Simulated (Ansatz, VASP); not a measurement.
# CdS: VASP beside Ansatz

```
Cd S
1.0
     4.16629    0.00000    0.00000
    -2.08315    3.60811    0.00000
     0.00000    0.00000    6.66786
Cd S
2 2
Direct
  0.33333 0.66667 0.99836
  0.66667 0.33333 0.49836
  0.33333 0.66667 0.37864
  0.66667 0.33333 0.87864
```

Change from the starting cell: strained cell.

Alike in both runs: functional PBEsol; k mesh 6 × 6 × 4; occupations gaussian, width 0.02 eV; no spin polarisation.

Ansatz relaxed the structure, and its values are those at the end. VASP's run is a single point on that final structure, the one shown.

```csv
,VASP,Ansatz
version,VASP 6.6.1,Ansatz 0.2.0
potentials or method,"VASP PAW PBE potentials, release 64 (Cd, S), cutoff 520 eV","scalar-relativistic, plane waves, PAW"
valence electrons in the cell,36,52
```

VASP gave:

* gap on the k mesh at the Fermi level (eV): 1.09
* least direct gap on the mesh (eV): 1.09
* pressure (GPa): -0.5

Question: Which values does Ansatz return?

Answer: gap on the k mesh at the Fermi level (eV): 1.08; least direct gap on the mesh (eV): 1.08; pressure (GPa): -0.8.

VASP's potentials were made for PBE, not for PBEsol, and Ansatz warns of the same on its side. VASP's potentials hold 36 valence electrons a cell and Ansatz's 52, so a difference there can come from the potentials and not from the codes. Ansatz's warnings: stress scf threshold loose.
